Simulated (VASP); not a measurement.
Here is a VASP 6.6.1 calculation.

File INCAR:

```
SYSTEM = BN
  ALGO = Normal
  DIPOL = 0.5 0.5 0.500
  EDIFF = 1E-6
  EFERMI = MIDGAP
  ENCUT = 520
  GGA = PS
  GGA_COMPAT = .FALSE.
  IDIPOL = 3
  ISIF = 0
  ISMEAR = 0
  LASPH = .TRUE.
  LCHARG = .FALSE.
  LDIPOL = .TRUE.
  LREAL = .FALSE.
  LWAVE = .FALSE.
  NBANDS = 14
  NELM = 120
  PREC = Accurate
  SIGMA = 0.03
```

Contents of KPOINTS:

```
Automatic mesh
0
Gamma
  10 10 1
  0 0 0
```

Contents of POSCAR:

```
BN
1.0
    2.4982400000      0.0000000000      0.0000000000
   -1.2491200000     -2.1635393048      0.0000000000
    0.0000000000      0.0000000000    -16.0000000000
N B
1 1
Direct
    0.0000000000      0.0000000000      0.5000000000
    0.3333333334      0.6666666666      0.5000000000
```

Potentials or basis: VASP PAW PBE potentials, release 64 (N, B).

Run with:

```bash
$ cat potpaw_PBE.64/N/POTCAR potpaw_PBE.64/B/POTCAR > POTCAR
$ mpirun -np 1 vasp_std > vasp.out
```

(1) What does it give for the band gap on the k mesh?

Answers

(1) 4.94 eV (least direct gap 5.00 eV).
